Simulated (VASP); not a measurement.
Lu:

```xyz
2
Lattice="3.4796 0.0000 0.0000 -1.7398 3.0134 0.0000 0.0000 0.0000 5.5136" Properties=species:S:1:pos:R:3 pbc="T T T"
Lu    1.7398    1.0045    4.1352
Lu    0.0000    2.0089    1.3784
```

Base run:

| Property | Result |
| --- | --- |
| Program | VASP 6.6.1 |
| Functional | LDA |
| Potentials or basis | VASP PAW PBE potentials, release 64 (Lu) |
| Cutoff | 520 eV |
| k mesh | 9 × 9 × 5 |
| Occupations | fermi-dirac, width 0.05 eV |
| Spin | no spin polarisation |

Its results: band gap on the k mesh zero (bands 25 and 26 overlap by 1.39 eV); pressure -4.7 GPa.

Q: The run is repeated on the same cell with these changes: functional from LDA to PBEsol; further incar settings from ALGO = Normal; EDIFF = 1e-07; NBANDS = 32 to ALGO = Fast; EDIFF = 1e-06; NBANDS = 32. What comes out?

A: Band gap on the k mesh zero (bands 25 and 26 overlap by 1.44 eV); pressure -2.1 GPa.

Caveats: the PAW data sets were made with another functional, which shifts forces and pressure a little; spin-orbit coupling is left out, which moves the levels of the heavy elements; the cell stands under tension (at least some runs).
